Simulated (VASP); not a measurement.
# Ta2Si (I4/mcm) in VASP: a series of runs

Runs on Ta2Si. Level: PBEsol. Tasks: single point, relaxation of cell and atoms.

Program: VASP 6.6.1. These are calculated values, not measurements. Logs are shortened: lines on timing, memory, paths and dates and some standing lists are left out, and cuts for length are marked.

## 1. The cell of the first run

It takes space group I4/mcm (No. 140, tetragonal). Conventional cell: a = 6.098 Å, b = 6.098 Å, c = 5.004 Å, α = 90.00°, β = 90.00°, γ = 90.00°. Within 3.4 Å of Ta (site symmetry m2m) lie 4 Si at 2.60 Å and 11 Ta at 2.80 to 3.23 Å. Si (site symmetry 422) has 2 Si at 2.50 Å and 8 Ta at 2.60 Å within 3.3 Å.

## 2. Single point, PBEsol (15.51 Å³/atom)

INCAR reads:

```
ALGO = Fast ; EDIFF = 1E-7
ENCUT = 520 ; GGA = PS
ISIF = 2 ; ISMEAR = -1
LASPH = T ; LCHARG = F
LREAL = F ; LWAVE = F
NBANDS = 35 ; NELM = 100
PREC = Accurate ; SIGMA = 0.15
```

KPOINTS reads:

```
k-points
0
Gamma
  10 10 10
```

POSCAR reads:

```
Ta2Si
1.0
   -3.0491292406      3.0491292406      2.5021416830
    3.0491292406     -3.0491292406      2.5021416830
    3.0491292406      3.0491292406     -2.5021416830
Ta Si
4 2
Direct
    0.6623592975      0.8376407025      0.5000000000
    0.8376407025      0.3376407025      0.1752814049
    0.3376407025      0.1623592975      0.5000000000
    0.1623592975      0.6623592975      0.8247185951
    0.2500000000      0.2500000000      0.0000000000
    0.7500000000      0.7500000000      0.0000000000
```

Potentials or basis: VASP PAW PBE potentials, release 64 (Ta_pv, Si).

Run with:

```sh
> cat potpaw_PBE.64/Ta_pv/POTCAR potpaw_PBE.64/Si/POTCAR > POTCAR
> mpirun -np 1 vasp_std > vasp.out
```

OUTCAR:

```text
EDIFF = 1E-7
   ENCUT = 520
   GGA = PS
   ISIF = 2
   ISMEAR = -1
   LASPH = T
   LREAL = F
   NELM = 100
   PREC = Accurate

 ion  position               nearest neighbor table
   1  0.662  0.838  0.500-   5 2.60   6 2.60   6 2.60   5 2.60   3 2.80   3 2.92   3 2.92   4 3.19
                             2 3.19   4 3.19   2 3.19   4 3.23   2 3.23   2 3.23   4 3.23
   2  0.838  0.338  0.175-   5 2.60   6 2.60   6 2.60   5 2.60   4 2.80   4 2.92   4 2.92   3 3.19
                             1 3.19   1 3.19   3 3.19   3 3.23   1 3.23   1 3.23   3 3.23
   3  0.338  0.162  0.500-   6 2.60   5 2.60   5 2.60   6 2.60   1 2.80   1 2.92   1 2.92   4 3.19
                             2 3.19   4 3.19   2 3.19   4 3.23   2 3.23   4 3.23   2 3.23
   4  0.162  0.662  0.825-   5 2.60   6 2.60   6 2.60   5 2.60   2 2.80   2 2.92   2 2.92   1 3.19
                             3 3.19   3 3.19   1 3.19   1 3.23   3 3.23   3 3.23   1 3.23
   5  0.250  0.250  0.000-   6 2.50   6 2.50   2 2.60   4 2.60   4 2.60   2 2.60   3 2.60   1 2.60
                             1 2.60   3 2.60
   6  0.750  0.750  0.000-   5 2.50   5 2.50   2 2.60   4 2.60   4 2.60   2 2.60   1 2.60   3 2.60
                             1 2.60   3 2.60

  LATTYP: Found a body centered tetragonal cell.
 ALAT       =     6.0982584812
 C/A-ratio  =     0.8206086019

  Lattice vectors:

 A1 = (  -3.0491292406,   3.0491292406,   2.5021416830)
 A2 = (   3.0491292406,  -3.0491292406,   2.5021416830)
 A3 = (   3.0491292406,   3.0491292406,  -2.5021416830)

Analysis of symmetry for initial positions (statically):
=====================================================================
 Subroutine PRICEL returns:
 Original cell was already a primitive cell.

 Routine SETGRP: Setting up the symmetry group for a
 body centered tetragonal supercell.

 Subroutine GETGRP returns: Found 16 space group operations
 (whereof  8 operations were pure point group operations)
 out of a pool of 16 trial point group operations.

The static configuration has the point symmetry C_4h.
 The point group associated with its full space group is D_4h.

Analysis of symmetry for dynamics (positions and initial velocities):
=====================================================================
 Subroutine PRICEL returns:
 Original cell was already a primitive cell.

 Routine SETGRP: Setting up the symmetry group for a
 body centered tetragonal supercell.

 Subroutine GETGRP returns: Found 16 space group operations
 (whereof  8 operations were pure point group operations)
 out of a pool of 16 trial point group operations.

The dynamic configuration has the point symmetry C_4h.
 The point group associated with its full space group is D_4h.

[... 113 lines left out ...]
   ISYM   =      2    0-nonsym 1-usesym 2-fastsym
   POTIM  = 0.5000    time-step for ionic-motion
   TEBEG  =    0.0;   TEEND  =   0.0 temperature during run
   PSTRESS=    0.0 pullay stress
   NELECT =      52.0000    total number of electrons
   NUPDOWN=      -1.0000    fix difference up-down
   EMIN   =  10.00;   EMAX   =-10.00  energy-range for DOS
   EFERMI =   0.00;   METHOD = LEGACY
   ISMEAR =    -1;   SIGMA  =   0.15  broadening in eV -4-tet -1-fermi 0-gaus
   EFERMI_NEDOS =   21; number of points for ismear=-14 and -15
   IALGO  =     68    algorithm
   IMIX   =      4    mixing-type and parameters
     AMIX     =   0.40;   BMIX     =  1.00
     AMIX_MAG =   1.60;   BMIX_MAG =  1.00
  volume/ion in A,a.u.               =      15.51       104.66
  Fermi-wavevector in a.u.,A,eV,Ry     =   1.348450  2.548200 24.739700  1.818317
  Thomas-Fermi vector in A             =   2.476118
   LORBIT       =      0    0 simple, 1 ext, 2 COOP (PROOUT), +10 PAW based schemes
   GGA     = PS    functional components
   LHFCALC =     F    Hartree Fock is set to
   AEXX    =    0.0000 exact exchange contribution
   IVDW    =     0    specifies the selected vdW correction
   LEPSILON=     F    determine dielectric tensor
   LRPA    =     F    only Hartree local field effects (RPA)
 non-spin polarized calculation
 RMM-DIIS sequential band-by-band and
  energy-cutoff  :      520.00
  volume of cell :       93.05
 maximum number of plane-waves:      2533
 NGX is ok and might be reduce to    40
   NGX = 19   NGY = 19   NGZ = 19

 number of electron      52.0000001 magnetization

 Free energy of the ion-electron system (eV)
  ---------------------------------------------------
  ext. energy  EPLUGINS =         0.00000000
  ---------------------------------------------------
  free energy    TOTEN  =       -65.40521007 eV

  energy without entropy =      -65.14687783  energy(sigma->0) =      -65.27604395

 E-fermi :   7.7258     XC(G=0): -12.6960

 val. band max:        7.7212885932   @ k =  -0.4000   0.4000   0.4000
 cond. band min:       7.7329501159   @ k =  -0.4000  -0.4000   0.3000
 fundamental gap:      0.0116615226
 Fermi energy:         7.7257704245

 k-point     1 :       0.0000    0.0000    0.0000
  band No.  band energies     occupation
      1     -26.7138      2.00000
      2     -26.6914      2.00000
      3     -26.6914      2.00000
      4     -26.6304      2.00000
      5     -26.6304      2.00000
      6     -26.6228      2.00000
[... 901 lines left out ...]
     34      11.6639      0.00000
     35      12.2103      0.00000

 [... further k-points ...]

------------------------ aborting loop because EDIFF is reached ----------------------------------------

  FORCE on cell =-STRESS in cart. coord.  units (eV):
  Direction    XX          YY          ZZ          XY          YZ          ZX
  --------------------------------------------------------------------------------------
  -------------------------------------------------------------------------------------
  Total        2.9666645      2.9666645      2.9318125      0.0000000     -0.0000000      0.0000000
  in kB       51.0805383     51.0805383     50.4804510      0.0000000     -0.0000000      0.0000000
  external PRESSURE =      50.8805092 kB  Pullay stress =       0.0000000 kB

 VOLUME and BASIS-vectors are now :
 -----------------------------------------------------------------------------
  energy-cutoff  :      520.00
  volume of cell :       93.05
      direct lattice vectors                 reciprocal lattice vectors
    -3.049129241  3.049129241  2.502141683     0.000000000  0.163981242  0.199828812
     3.049129241 -3.049129241  2.502141683     0.163981242  0.000000000  0.199828812
     3.049129241  3.049129241 -2.502141683     0.163981242  0.163981242  0.000000000

 POSITION                                       TOTAL-FORCE (eV/Angst)
 -----------------------------------------------------------------------------------
      2.05902      0.99011      2.50214         0.005004     -0.005004     -0.000000
     -0.99011      2.05902      2.50214         0.005004      0.005004     -0.000000
      0.99011      2.05902      0.00000        -0.005004      0.005004     -0.000000
      4.03924      0.99011     -0.00000        -0.005004     -0.005004      0.000000
      0.00000      0.00000      1.25107        -0.000000     -0.000000     -0.000000
      0.00000      0.00000      3.75321         0.000000     -0.000000     -0.000000
 -----------------------------------------------------------------------------------
    total drift:                                0.000000      0.000000     -0.000000

  FREE ENERGIE OF THE ION-ELECTRON SYSTEM (eV)
  ---------------------------------------------------
  free  energy   TOTEN  =       -65.4052100707 eV

  energy  without entropy=      -65.1468778337  energy(sigma->0) =      -65.27604395
```

OSZICAR:

```text
N       E                     dE             d eps       ncg     rms          rms(c)
DAV:   1     0.449959584400E+03    0.44996E+03   -0.27811E+04  7140   0.150E+03
DAV:   2    -0.482609387098E+02   -0.49822E+03   -0.48597E+03  7876   0.430E+02
DAV:   3    -0.684605553813E+02   -0.20200E+02   -0.19623E+02  9011   0.774E+01
DAV:   4    -0.688775997543E+02   -0.41704E+00   -0.41386E+00  8848   0.105E+01
DAV:   5    -0.688846551000E+02   -0.70553E-02   -0.70438E-02  8808   0.132E+00    0.333E+01
RMM:   6    -0.657872070602E+02    0.30974E+01   -0.63013E+00  7736   0.111E+01    0.153E+01
RMM:   7    -0.654447904593E+02    0.34242E+00   -0.43831E+00  8275   0.827E+00    0.203E+00
RMM:   8    -0.654016426527E+02    0.43148E-01   -0.32604E-01  8636   0.262E+00    0.161E+00
RMM:   9    -0.654057483244E+02   -0.41057E-02   -0.76222E-02  9283   0.107E+00    0.656E-01
RMM:  10    -0.654054677899E+02    0.28053E-03   -0.18370E-02  8840   0.540E-01    0.257E-01
RMM:  11    -0.654053229148E+02    0.14488E-03   -0.46768E-03  8850   0.311E-01    0.266E-01
RMM:  12    -0.654051722477E+02    0.15067E-03   -0.13693E-03  8916   0.161E-01    0.624E-02
RMM:  13    -0.654052065042E+02   -0.34256E-04   -0.38352E-04  9973   0.756E-02    0.249E-02
RMM:  14    -0.654052110999E+02   -0.45957E-05   -0.50088E-05  9742   0.324E-02    0.296E-02
RMM:  15    -0.654052095347E+02    0.15651E-05   -0.11323E-05  8960   0.161E-02    0.285E-03
RMM:  16    -0.654052100314E+02   -0.49664E-06   -0.29069E-06  9857   0.805E-03    0.575E-03
RMM:  17    -0.654052100707E+02   -0.39296E-07   -0.50703E-07  7113   0.347E-03
   1 F= -.65405210E+02 E0= -.65276044E+02  d E =-.258332E+00
```

It took 11 min on 1 thread of Intel Xeon 8259CL, shared host; peak memory 0.42 GiB.

What came out:

```
Free energy            : -65.4052 eV
Pressure               : 5.1 GPa
Largest force          : 0.007 eV/Å
Band gap on the k mesh : zero (bands 26 and 27 overlap by 0.79 eV)
```

Forces on the atoms (eV/Å):
```
Ta   0.005 -0.005  0.000
Ta   0.005  0.005  0.000
Ta  -0.005  0.005  0.000
Ta  -0.005 -0.005  0.000
Si   0.000  0.000  0.000
Si   0.000  0.000  0.000
```

Levels at points of the mesh, in eV from the Fermi level:
| k point | band 22 | band 23 | band 24 | band 25 | band 26 | band 27 | band 28 | band 29 | band 30 | band 31 |
| --- | --- | --- | --- | --- | --- | --- | --- | --- | --- | --- |
| (0.00, 0.00, 0.00) | -2.57 | -2.56 | -2.04 | 0.23 | 0.26 | 0.93 | 1.37 | 1.37 | 1.64 | 1.64 |
| (0.50, 0.00, 0.00) | -2.08 | -2.03 | -2.03 | -1.02 | -1.02 | 0.70 | 0.70 | 1.97 | 1.97 | 2.89 |
| (0.50, 0.50, 0.00) | -2.25 | -1.96 | -1.43 | -0.22 | 0.04 | 0.09 | 0.69 | 1.41 | 1.89 | 3.32 |
| (0.50, 0.50, 0.50) | -1.53 | -1.09 | -1.07 | -1.01 | -1.01 | -0.22 | 0.19 | 0.71 | 0.71 | 2.82 |

Caveat: the cell stands under pressure; the PAW data sets were made with another functional, which shifts forces and pressure a little; spin-orbit coupling is left out, which moves the levels of the heavy elements.

## 3. Single point, PBEsol

This run uses another cell than the first one, of 15.82 Å³/atom.

INCAR reads:

```
PREC = Accurate ; ENCUT = 520
EDIFF = 1E-6 ; ISMEAR = 0
SIGMA = 0.1 ; LREAL = False
LASPH = True ; NELM = 100
ALGO = Fast ; ISIF = 2
LWAVE = False ; LCHARG = False
GGA = PS ; NBANDS = 35
```

KPOINTS reads:

```
regular mesh
0
Gamma
  10 10 10
```

POSCAR reads:

```
Ta2Si
1.0
   -3.0683767196      3.0683767196      2.5198993618
    3.0683767196     -3.0683767196      2.5198993618
    3.0683767196      3.0683767196     -2.5198993618
Ta Si
4 2
Direct
    0.6630661938      0.8369338062      0.5000000000
    0.8369338062      0.3369338062      0.1738676123
    0.3369338062      0.1630661938      0.5000000000
    0.1630661938      0.6630661938      0.8261323877
    0.2500000000      0.2500000000      0.0000000000
    0.7500000000      0.7500000000      0.0000000000
```

Potentials or basis: VASP PAW PBE potentials, release 64 (Ta_pv, Si).

Run with:

```sh
> cat potpaw_PBE.64/Ta_pv/POTCAR potpaw_PBE.64/Si/POTCAR > POTCAR
> mpirun -np 1 vasp_std > vasp.out
```

OUTCAR:

```text
PREC = Accurate
   ENCUT = 520
   EDIFF = 1E-6
   ISMEAR = 0
   LREAL = False
   LASPH = True
   NELM = 100
   ISIF = 2
   GGA = PS

 ion  position               nearest neighbor table
   1  0.663  0.837  0.500-   5 2.62   6 2.62   6 2.62   5 2.62   3 2.83   3 2.94   3 2.94   4 3.22
                             2 3.22   4 3.22   2 3.22   4 3.25   2 3.25   2 3.25   4 3.25
   2  0.837  0.337  0.174-   5 2.62   6 2.62   6 2.62   5 2.62   4 2.83   4 2.94   4 2.94   3 3.22
                             1 3.22   1 3.22   3 3.22   3 3.25   1 3.25   1 3.25   3 3.25
   3  0.337  0.163  0.500-   6 2.62   5 2.62   5 2.62   6 2.62   1 2.83   1 2.94   1 2.94   4 3.22
                             2 3.22   4 3.22   2 3.22   4 3.25   2 3.25   4 3.25   2 3.25
[... 1131 lines left out ...]
  in kB        2.9777897      2.9777897      2.1883109      0.0000000      0.0000000      0.0000000
  external PRESSURE =       2.7146301 kB  Pullay stress =       0.0000000 kB

 VOLUME and BASIS-vectors are now :
 -----------------------------------------------------------------------------
  energy-cutoff  :      520.00
  volume of cell :       94.90
      direct lattice vectors                 reciprocal lattice vectors
    -3.068376720  3.068376720  2.519899362     0.000000000  0.162952612  0.198420622
     3.068376720 -3.068376720  2.519899362     0.162952612  0.000000000  0.198420622
     3.068376720  3.068376720 -2.519899362     0.162952612  0.162952612  0.000000000

 POSITION                                       TOTAL-FORCE (eV/Angst)
 -----------------------------------------------------------------------------------
      2.06768      1.00070      2.51990         0.003833     -0.003833     -0.000000
     -1.00070      2.06768      2.51990         0.003833      0.003833      0.000000
      1.00070      2.06768      0.00000        -0.003833      0.003833      0.000000
      4.06907      1.00070     -0.00000        -0.003833     -0.003833     -0.000000
      0.00000      0.00000      1.25995        -0.000000     -0.000000      0.000000
      0.00000      0.00000      3.77985        -0.000000     -0.000000      0.000000
 -----------------------------------------------------------------------------------
    total drift:                                0.000000     -0.000000      0.000000

  FREE ENERGIE OF THE ION-ELECTRON SYSTEM (eV)
  ---------------------------------------------------
  free  energy   TOTEN  =       -65.3176501204 eV

  energy  without entropy=      -65.3017017072  energy(sigma->0) =      -65.30967591
```

OSZICAR:

```text
N       E                     dE             d eps       ncg     rms          rms(c)
DAV:   1     0.454012052583E+03    0.45401E+03   -0.27798E+04  7140   0.150E+03
DAV:   2    -0.478986570680E+02   -0.50191E+03   -0.48945E+03  7874   0.430E+02
DAV:   3    -0.684541253518E+02   -0.20555E+02   -0.20013E+02  9144   0.778E+01
DAV:   4    -0.688704134985E+02   -0.41629E+00   -0.41326E+00  8840   0.104E+01
DAV:   5    -0.688776328126E+02   -0.72193E-02   -0.72053E-02  8904   0.132E+00    0.322E+01
RMM:   6    -0.656992363868E+02    0.31784E+01   -0.64928E+00  7760   0.112E+01    0.147E+01
RMM:   7    -0.653584875857E+02    0.34075E+00   -0.45942E+00  8268   0.839E+00    0.195E+00
RMM:   8    -0.653136720728E+02    0.44816E-01   -0.34572E-01  8606   0.267E+00    0.161E+00
RMM:   9    -0.653181280949E+02   -0.44560E-02   -0.83008E-02  9287   0.111E+00    0.647E-01
RMM:  10    -0.653179283590E+02    0.19974E-03   -0.19719E-02  8888   0.549E-01    0.246E-01
RMM:  11    -0.653177524318E+02    0.17593E-03   -0.49666E-03  8916   0.316E-01    0.249E-01
RMM:  12    -0.653176125870E+02    0.13984E-03   -0.14433E-03  9024   0.158E-01    0.624E-02
RMM:  13    -0.653176459603E+02   -0.33373E-04   -0.38419E-04  9938   0.767E-02    0.256E-02
RMM:  14    -0.653176507910E+02   -0.48307E-05   -0.56794E-05  9878   0.330E-02    0.261E-02
RMM:  15    -0.653176497316E+02    0.10593E-05   -0.10252E-05  7693   0.151E-02    0.178E-03
RMM:  16    -0.653176501204E+02   -0.38878E-06   -0.22834E-06  6292   0.732E-03
   1 F= -.65317650E+02 E0= -.65309676E+02  d E =-.159484E-01
```

stdout:

```text
POSCAR found type information on POSCAR TaSi
 POSCAR found :  2 types and       6 ions
 scaLAPACK will be used
 -----------------------------------------------------------------------------
|                                                                             |
|                                                                             |
|     You enforced a specific xc type in the INCAR file but a different       |
|     I HOPE YOU KNOW WHAT YOU ARE DOING!                                     |
|                                                                             |
 -----------------------------------------------------------------------------

 LDA part: xc-table for (Slater+PW92), standard interpolation
 POSCAR, INCAR and KPOINTS ok, starting setup
 FFT: planning ... GRIDC
 FFT: planning ... GRID_SOFT
 FFT: planning ... GRID
 WAVECAR not read
 entering main loop
```

Run time: 9.2 min. Hardware: 1 thread of Intel Xeon 8259CL, shared host; peak memory 0.43 GiB.

What came out:

```yaml
Free_energy: -65.3177 eV
Pressure: 0.3 GPa
Largest_force: 0.005 eV/Å
Band_gap_on_the_k_mesh: zero (bands 26 and 27 overlap by 0.75 eV)
```

Forces in eV/Å, atoms in the order of the input:
```
Ta   0.004 -0.004  0.000
Ta   0.004  0.004  0.000
Ta  -0.004  0.004  0.000
Ta  -0.004 -0.004  0.000
Si   0.000  0.000  0.000
Si   0.000  0.000  0.000
```

Caveat: the PAW data sets were made with another functional, which shifts forces and pressure a little; spin-orbit coupling is left out, which moves the levels of the heavy elements.

## 4. Single point, PBEsol

This run uses another cell than the first one, of 15.83 Å³/atom.

INCAR reads:

```
SYSTEM = Ta2Si
PREC = Accurate
ENCUT = 520
EDIFF = 1E-6
ISMEAR = -1
SIGMA = 0.15
LREAL = .False.
LASPH = .True.
NELM = 60
ALGO = Fast
ISIF = 2
LWAVE = .False.
LCHARG = .False.
GGA = PS
NBANDS = 35
```

KPOINTS reads:

```
Automatic mesh
0
Gamma
  10 10 10
  0 0 0
```

POSCAR reads:

```
Ta2Si
1.0
   -3.0690160388      3.0690160388      2.5202241658
    3.0690160388     -3.0690160388      2.5202241658
    3.0690160388      3.0690160388     -2.5202241658
Ta Si
4 2
Direct
    0.6625776214      0.8374223786      0.5000000000
    0.8374223786      0.3374223786      0.1748447572
    0.3374223786      0.1625776214      0.5000000000
    0.1625776214      0.6625776214      0.8251552428
    0.2500000000      0.2500000000      0.0000000000
    0.7500000000      0.7500000000      0.0000000000
```

Run with:

```sh
> cat potpaw_PBE.64/Ta_pv/POTCAR potpaw_PBE.64/Si/POTCAR > POTCAR
> mpirun -np 1 vasp_std > vasp.out
```

It took 10 min on 1 thread of Intel Xeon 8259CL, shared host; peak memory 0.42 GiB.

The run converged. Its results:

| Property | Result |
| --- | --- |
| Free energy | -65.4370 eV |
| Pressure | 0.3 GPa |
| Largest force | 0.007 eV/Å |
| Band gap on the k mesh | zero (bands 26 and 27 overlap by 0.75 eV) |

Forces on the atoms (eV/Å):
```
Ta   0.005 -0.005  0.000
Ta   0.005  0.005  0.000
Ta  -0.005  0.005  0.000
Ta  -0.005 -0.005  0.000
Si   0.000  0.000  0.000
Si   0.000  0.000  0.000
```

Levels at points of the mesh, in eV from the Fermi level:
| k point | band 22 | band 23 | band 24 | band 25 | band 26 | band 27 | band 28 | band 29 | band 30 | band 31 |
| --- | --- | --- | --- | --- | --- | --- | --- | --- | --- | --- |
| (0.00, 0.00, 0.00) | -2.53 | -2.50 | -2.01 | 0.22 | 0.26 | 0.91 | 1.35 | 1.35 | 1.60 | 1.60 |
| (0.50, 0.00, 0.00) | -2.03 | -1.98 | -1.98 | -1.03 | -1.03 | 0.69 | 0.69 | 1.92 | 1.92 | 2.83 |
| (0.50, 0.50, 0.00) | -2.19 | -1.95 | -1.43 | -0.20 | 0.05 | 0.09 | 0.68 | 1.37 | 1.85 | 3.23 |
| (0.50, 0.50, 0.50) | -1.48 | -1.07 | -1.05 | -0.99 | -0.99 | -0.20 | 0.21 | 0.71 | 0.71 | 2.73 |

Caveat: the PAW data sets were made with another functional, which shifts forces and pressure a little; spin-orbit coupling is left out, which moves the levels of the heavy elements.

[end of part 1 of 2]
